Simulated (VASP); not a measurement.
Input of a VASP 6.6.1 run:

Contents of INCAR:

```
PREC = Accurate
ENCUT = 600
EDIFF = 1E-7
ISMEAR = -1
SIGMA = 0.1
LREAL = F
LASPH = T
NELM = 80
ALGO = Normal
ISIF = 3
LWAVE = F
LCHARG = F
GGA = RE
IBRION = 2
NSW = 80
EDIFFG = -0.01
```

File KPOINTS:

```
Automatic mesh
0
Gamma
  10 10 10
```

Contents of POSCAR:

```
P
1.0
    0.0000000000      2.7391031705      2.7391031705
    2.7391031705      0.0000000000      2.7391031705
    2.7391031705      2.7391031705      0.0000000000
P
2
Direct
    0.1250000000      0.1250000000      0.1250000000
    0.8750000000      0.8750000000      0.8750000000
```

Potentials or basis: VASP PAW PBE potentials, release 64 (P).

Run with:

```console
$ cat potpaw_PBE.64/P/POTCAR > POTCAR
$ mpirun -np 1 vasp_std > vasp.out
```

Question: Estimate the space group after relaxing (to 0.1 Å).

Answer: Fd-3m (No. 227).

Question: Predict the relaxed cell.

Answer: a = 3.898 Å, b = 3.898 Å, c = 3.898 Å, α = 60.00°, β = 60.00°, γ = 60.00°.

Question: Predict the band gap on the k mesh.

Answer: Zero (bands 5 and 6 overlap by 2.05 eV).

Final structure:
```
CELL_PARAMETERS angstrom
0.00000 2.75625 2.75625
2.75625 0.00000 2.75625
2.75625 2.75625 0.00000
ATOMIC_POSITIONS crystal
P 0.12500 0.12500 0.12500
P 0.87500 0.87500 0.87500
```
